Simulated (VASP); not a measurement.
**Ga2BSb3: single point with PBE**

Ga2BSb3:

```
CELL_PARAMETERS angstrom
5.20233 0.00000 0.00000
-2.60117 4.50535 0.00000
0.00000 0.00000 5.51041
ATOMIC_POSITIONS crystal
Ga 0.33333 0.66667 0.00000
Ga 0.66667 0.33333 0.00000
B 0.00000 0.00000 0.50000
Sb 0.33333 0.66667 0.50000
Sb 0.66667 0.33333 0.50000
Sb 0.00000 0.00000 0.00000
```

The cell was generated, and may not be a known phase.

| Item | Value |
| --- | --- |
| Program | VASP 6.6.1 |
| Task | single point |
| Functional | PBE |
| Potentials or basis | VASP PAW PBE potentials, release 64 (Ga_d, B, Sb) |
| Cutoff | 520 eV |
| k mesh | 12 × 12 × 8 |
| Occupations | gaussian, width 0.1 eV |
| Spin | no spin polarisation |
| Dipole correction | no |
| Further INCAR settings | ALGO = Normal; EDIFF = 1e-06; NBANDS = 31 |

- Pressure: 0.0 GPa
- Band gap on the k mesh: zero (bands 22 and 23 overlap by 3.05 eV)

Levels at points of the mesh, in eV from the Fermi level:
```tsv
k point	band 18	band 19	band 20	band 21	band 22	band 23	band 24	band 25	band 26	band 27
(0.00, 0.00, 0.00)	-3.29	-3.29	-2.30	-1.38	-1.35	-1.31	-0.43	-0.43	0.26	0.26
(0.50, 0.00, 0.00)	-3.80	-3.02	-2.34	-2.07	-0.01	0.13	1.76	2.28	3.02	3.38
(0.00, 0.00, 0.50)	-3.20	-2.35	-2.35	-2.06	-2.06	-1.10	-1.10	-0.55	-0.13	3.34
(0.50, 0.00, 0.50)	-3.84	0.14	0.15	0.70	0.79	1.51	2.25	2.35	2.68	2.74
```

Run time: 7.8 min on 1 thread of Intel Xeon 8259CL, on a shared host, peak memory 0.5 GiB.

Caveat: spin-orbit coupling is left out, which moves the levels of the heavy elements.
